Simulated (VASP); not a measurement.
A run of VASP 6.6.1:

Contents of INCAR:

```
SYSTEM = NaVS2
PREC = Accurate ; ENCUT = 520
EDIFF = 1E-6 ; ISMEAR = -1
SIGMA = 0.03 ; LREAL = .False.
LASPH = .True. ; NELM = 150
ALGO = Normal ; ISIF = 2
LWAVE = .False. ; LCHARG = .True.
ISPIN = 2 ; MAGMOM = 0 0 0 0
LORBIT = 11 ; NUPDOWN = 0.0
LMAXMIX = 4 ; LELF = .True.
LVHAR = .True. ; NBANDS = 28
```

KPOINTS

```
regular mesh
0
Gamma
  11 11 11
  0 0 0
```

POSCAR

```
NaVS2
1.0
    1.7993010104      1.0388269227      6.4610546979
   -1.7993010104      1.0388269227      6.4610546979
    0.0000000000     -2.0776538454      6.4610546979
Na V S
1 1 2
Direct
    0.5000000000      0.5000000000      0.5000000000
    0.0000000000      0.0000000000      0.0000000000
    0.2643788700      0.2643788700      0.2643788700
    0.7356211300      0.7356211300      0.7356211300
```

Potentials or basis: VASP PAW LDA potentials, release 64 (Na_pv, V_sv, S).

Launch:

```bash
$ cat potpaw_LDA.64/Na_pv/POTCAR potpaw_LDA.64/V_sv/POTCAR potpaw_LDA.64/S/POTCAR > POTCAR
$ mpirun -np 1 vasp_std > vasp.out
```

Hardware: 1 thread of Intel(R) Xeon(R) Platinum 8375C CPU @ 2.90GHz (Ice Lake) (shared host).

Problem. How long does it take, and how much memory?

Solution. It took 29 min on 1 thread of Intel(R) Xeon(R) Platinum 8375C CPU @ 2.90GHz (Ice Lake), with other jobs on the host, peak memory 0.6 GiB. Counts: scf iterations 15, k points 146.
